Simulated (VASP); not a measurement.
Runs of VASP 6.6.1 on Hf. The structure is that of space group Fm-3m (No. 225), or close to it. The cells are those of the table. 

| cell | gap on the mesh (eV) | pressure (GPa) |
| --- | --- | --- |
| a = 3.268, b = 3.268, c = 3.140 Å, angles 61.3, 61.3, 57.4°, 1 atom | none | -8.8 |
| a = 3.014 Å, angles 60.0°, 1 atom | none | (b) |
| a = 3.142, b = 3.142, c = 3.014 Å, angles 61.3, 61.3, 57.3°, 1 atom | none | 2.7 |
| a = 3.391 Å, angles 60.0°, 1 atom | none | (a) |
| a = 2.952, b = 2.952, c = 2.888 Å, angles 60.7, 60.7, 58.6°, 1 atom | none | 28.4 |
| a = 3.265 Å, angles 60.0°, 1 atom | none | -11.8 |
| a = 3.017, b = 3.017, c = 2.888 Å, angles 61.4, 61.4, 57.2°, 1 atom | none | 20.6 |
| a = 3.329, b = 3.329, c = 3.265 Å, angles 60.6, 60.6, 58.7°, 1 atom | none | -14.1 |
| a = 3.077, b = 3.077, c = 3.014 Å, angles 60.7, 60.7, 58.6°, 1 atom | none | 7.7 |
| a = 3.203, b = 3.203, c = 3.140 Å, angles 60.7, 60.7, 58.7°, 1 atom | none | -5.7 |

Alike in all rows: task single point; level PBEsol; potentials or basis VASP PAW PBE potentials, release 64 (Hf_pv); no spin polarisation; k mesh 18 × 18 × 18; cutoff (eV) 520; smearing gaussian 0.15 eV.

Estimate the missing entries.

(a) -17.8; (b) 13.6.

Caveats: the PAW data sets were made with another functional, which shifts forces and pressure a little; spin-orbit coupling is left out, which moves the levels of the heavy elements; the cell stands under tension (at least some runs); the cell stands under pressure (at least some runs).

A k mesh can miss the band edges, and the runs leave out spin-orbit coupling on Hf.

A gap of «none» marks levels without a gap at the run's occupations.
